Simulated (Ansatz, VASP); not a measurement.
# InSbO2 in VASP and in Ansatz

INCAR

```
SYSTEM = InSbO2
ALGO = Fast
EDIFF = 1E-6
ENCUT = 520
GGA = PE
ISIF = 2
ISMEAR = 0
LASPH = .TRUE.
LCHARG = .FALSE.
LREAL = .FALSE.
LWAVE = .FALSE.
NBANDS = 23
NELM = 60
PREC = Accurate
SIGMA = 0.1
```

KPOINTS

```
k-points
0
G
  6 6 4
  0 0 0
```

The input POSCAR:

```
InSbO2
1.0
    3.4433103100      0.0000000000      0.0000000000
    0.0000000000      3.5406473800      0.0000000000
    0.0000000000      0.0000000000      6.1730040500
In Sb O
1 1 2
Direct
    0.0000000000      0.0000000000      0.0000000000
    0.5000000000      0.5000000000      0.5000000000
    0.0000000000      0.5000000000      0.7404888900
    0.0000000000      0.5000000000      0.2595111100
```

Input for Ansatz:

```yaml
crystal:
  lattice:
    - [3.44331031, 0.0, 0.0]
    - [0.0, 3.54064738, 0.0]
    - [0.0, 0.0, 6.17300405]
  atoms:
    - { symbol: In, position: [0.0, 0.0, 0.0] }
    - { symbol: Sb, position: [0.5, 0.5, 0.5] }
    - { symbol: O, position: [0.0, 0.5, 0.74048889] }
    - { symbol: O, position: [0.0, 0.5, 0.25951111] }
basis:
  ecutwfc: 420
kpoints:
  mp_grid: { grid: [6, 6, 4] }
hamiltonian:
  xc: pbe
scf:
  occupations: { method: gaussian, width: 0.1 }
  lower_state_search: "off"
output:
  forces: true
  stress: true
  eigenvalues: true
```

Change from the starting cell: species swapped into the CuPdO2 type (Pmmm, No. 47).

Alike in both runs: task single point; functional PBE; k mesh 6 × 6 × 4; occupations gaussian, width 0.1 eV; no spin polarisation.

|  | VASP | Ansatz |
| --- | --- | --- |
| version | VASP 6.6.1 | Ansatz 0.2.0 |
| potentials or method | VASP PAW PBE potentials, release 64 (In_d, Sb, O), cutoff 520 eV | scalar-relativistic, plane waves, PAW |
| valence electrons in the cell | 30 | 40 |

|  | VASP | Ansatz | Ansatz less VASP |
| --- | --- | --- | --- |
| gap on the k mesh at the Fermi level (eV) | none | none | - |
| pressure (GPa) | -3.4 | -3.1 | +0.27 |
| traceless stress, the component that is largest in VASP (GPa) | -4.41 | -4.61 | -0.206 |
| rms of the force components (eV/Å) | 0.267 | 0.284 | +0.0165 |

Atom by atom the forces differ by 0.017 eV/Å (rms over components). A gap of «none» marks a metal or a gap that the smearing closes. VASP's potentials hold 30 valence electrons a cell and Ansatz's 40, so a difference there can come from the potentials and not from the codes.

Spin-orbit coupling is off throughout.
